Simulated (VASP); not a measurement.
Wanted: the native input for a VASP 6.6.1 run.

```yaml
Task: single point
Functional: PBEsol
Potentials_or_basis: VASP PAW PBE potentials, release 64 (Hf_pv)
Cutoff: 520 eV
k_mesh: 16 × 16 × 10
Occupations: gaussian, width 0.05 eV
Spin: no spin polarisation
Dipole_correction: no
Further_INCAR_settings: ALGO = Normal; EDIFF = 1e-06; NBANDS = 17
```

The structure of Hf lies in POSCAR:

```
Hf
1.0
    3.1607701776      0.0000000000      0.0000000000
   -1.5803850888      2.7373072694      0.0000000000
    0.0000000000      0.0000000000      4.9936881179
Hf
2
Direct
    0.3333333333      0.6666666667      0.2500000000
    0.6666666667      0.3333333333      0.7500000000
```

One way to write it, as run:

INCAR

```
SYSTEM = Hf
ALGO = Normal ; EDIFF = 1E-6
ENCUT = 520 ; GGA = PS
ISIF = 2 ; ISMEAR = 0
LASPH = .TRUE. ; LCHARG = .FALSE.
LREAL = .FALSE. ; LWAVE = .FALSE.
NBANDS = 17 ; NELM = 60
PREC = Accurate ; SIGMA = 0.05
```

KPOINTS

```
k-points
0
G
  16 16 10
  0 0 0
```

Potentials or basis: VASP PAW PBE potentials, release 64 (Hf_pv).

Run with:

```console
$ cat potpaw_PBE.64/Hf_pv/POTCAR > POTCAR
$ mpirun -np 1 vasp_std > vasp.out
```

It gave:

- Pressure: -0.3 GPa
- Band gap on the k mesh: zero (bands 10 and 11 overlap by 1.52 eV)

Caveat: the PAW data sets were made with another functional, which shifts forces and pressure a little; spin-orbit coupling is left out, which moves the levels of the heavy elements.

It took 100 s on 1 thread of Intel Xeon 8259CL, on a shared host, peak memory 0.24 GiB.
